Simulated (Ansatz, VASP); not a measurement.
**One calculation of C, two programs**

INCAR

```
ALGO = Normal ; EDIFF = 1E-6
ENCUT = 520 ; GGA = PS
ISIF = 2 ; ISMEAR = 0
LASPH = True ; LCHARG = False
LREAL = False ; LWAVE = False
NBANDS = 11 ; NELM = 100
PREC = Accurate ; SIGMA = 0.05
```

Contents of KPOINTS:

```
k-points
0
Gamma
  15 15 15
```

POSCAR

```
C
1.0
    1.1666250292      0.6735512746      3.3470108394
   -1.1666250292      0.6735512746      3.3470108394
    0.0000000000     -1.3471025493      3.3470108394
C
2
Direct
    0.1640000000      0.1640000000      0.1640000000
    0.8360000000      0.8360000000      0.8360000000
```

Input for Ansatz:

```yaml
crystal:
  lattice:
    - [1.1666250292, 0.6735512746, 3.3470108394]
    - [-1.1666250292, 0.6735512746, 3.3470108394]
    - [0.0, -1.3471025493, 3.3470108394]
  atoms:
    - { symbol: C, position: [0.164, 0.164, 0.164] }
    - { symbol: C, position: [0.836, 0.836, 0.836] }
basis:
  ecutwfc: 420
kpoints:
  mp_grid: { grid: [15, 15, 15] }
hamiltonian:
  xc: pbesol
scf:
  occupations: { method: gaussian, width: 0.05 }
output:
  forces: true
  stress: true
  eigenvalues: true
```

Change from the starting cell: strain -0.050 along x and y, +0.000 along z, atoms carried along.

Alike in both runs: task single point; functional PBEsol; k mesh 15 × 15 × 15; occupations gaussian, width 0.05 eV; no spin polarisation.

```csv
,VASP,Ansatz
version,VASP 6.6.1,Ansatz 0.2.0
potentials or method,"VASP PAW PBE potentials, release 64 (C), cutoff 520 eV","scalar-relativistic, plane waves, PAW"
valence electrons in the cell,8,8
```

VASP gave:

```
gap on the k mesh at the Fermi level (eV)                     : 0.72
least direct gap on the mesh (eV)                             : 0.72
pressure (GPa)                                                : 56.0
traceless stress, the component that is largest in VASP (GPa) : -55.49
rms of the force components (eV/Å)                            : 0.460
```

**Question.** Which values does Ansatz return?

**Answer.** gap on the k mesh at the Fermi level (eV): 0.72; least direct gap on the mesh (eV): 0.72; pressure (GPa): 55.2; traceless stress, the component that is largest in VASP (GPa): -54.62; rms of the force components (eV/Å): 0.462.

VASP's potentials were made for PBE, not for PBEsol. Atom by atom the forces differ by 0.002 eV/Å (rms over components). Both programs put the cell under a high pressure, so it lies far from rest at this level.
